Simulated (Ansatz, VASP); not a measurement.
## One calculation of SnSe2, two programs

```xyz
3
Lattice="3.8250 0.0000 0.0000 -1.9125 3.3125 0.0000 0.0000 0.0000 6.2236" Properties=species:S:1:pos:R:3 pbc="T T T"
Sn    0.0000    0.0000    0.0000
Se    0.0000    2.2083    1.5732
Se    1.9125    1.1042    4.6504
```

Alike in both runs: functional r2SCAN; dispersion D3(BJ); k mesh 9 × 9 × 6; occupations gaussian, width 0.02 eV; no spin polarisation.

Ansatz relaxed the structure, and its values are those at the end. VASP's run is a single point on that final structure, the one shown.

```csv
,VASP,Ansatz
version,VASP 6.6.1,Ansatz 0.2.0
potentials or method,"VASP PAW PBE potentials, release 64 (Sn_d, Se), cutoff 520 eV","scalar-relativistic, plane waves, PAW"
valence electrons in the cell,26,46
```

Ansatz gave:

```
gap on the k mesh at the Fermi level (eV) : 0.94
least direct gap on the mesh (eV)         : 1.50
pressure (GPa)                            : 0.0
rms of the force components (eV/Å)        : 0.001
```

Estimate VASP's values.

gap on the k mesh at the Fermi level (eV): 0.94; least direct gap on the mesh (eV): 1.50; pressure (GPa): 0.1; rms of the force components (eV/Å): 0.008.

VASP's potentials were made for PBE, not for r2SCAN. VASP's potentials hold 26 valence electrons a cell and Ansatz's 46, so a difference there can come from the potentials and not from the codes. Ansatz's warnings: dispersion damping borrowed.
